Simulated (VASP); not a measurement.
A run of VASP 6.6.1 is set up as follows.

INCAR

```
  PREC = Accurate
  ENCUT = 520
  EDIFF = 1E-7
  ISMEAR = 0
  SIGMA = 0.05
  LREAL = F
  LASPH = T
  NELM = 100
  ALGO = Normal
  ISIF = 2
  LWAVE = F
  LCHARG = F
  GGA = PS
  NBANDS = 11
```

The input KPOINTS:

```
regular mesh
0
Gamma
  10 10 10
```

POSCAR

```
MgO
1.0
    0.0000000000      2.2124610065      2.2124610065
    2.2124610065      0.0000000000      2.2124610065
    2.2124610065      2.2124610065      0.0000000000
Mg O
1 1
Direct
    0.0000000000      0.0000000000      0.0000000000
    0.5000000000      0.5000000000      0.5000000000
```

Potentials or basis: VASP PAW PBE potentials, release 64 (Mg, O).

Launch:

```console
$ cat potpaw_PBE.64/Mg/POTCAR potpaw_PBE.64/O/POTCAR > POTCAR
$ mpirun -np 1 vasp_std > vasp.out
```

What does it give for the band gap on the k mesh?

3.34 eV, direct.

Predict the pressure.

-17.7 GPa.

Caveat: the cell differs from its parent crystal (strain +0.050 along x and y, +0.050 along z); the PAW data sets were made with another functional, which shifts forces and pressure a little.
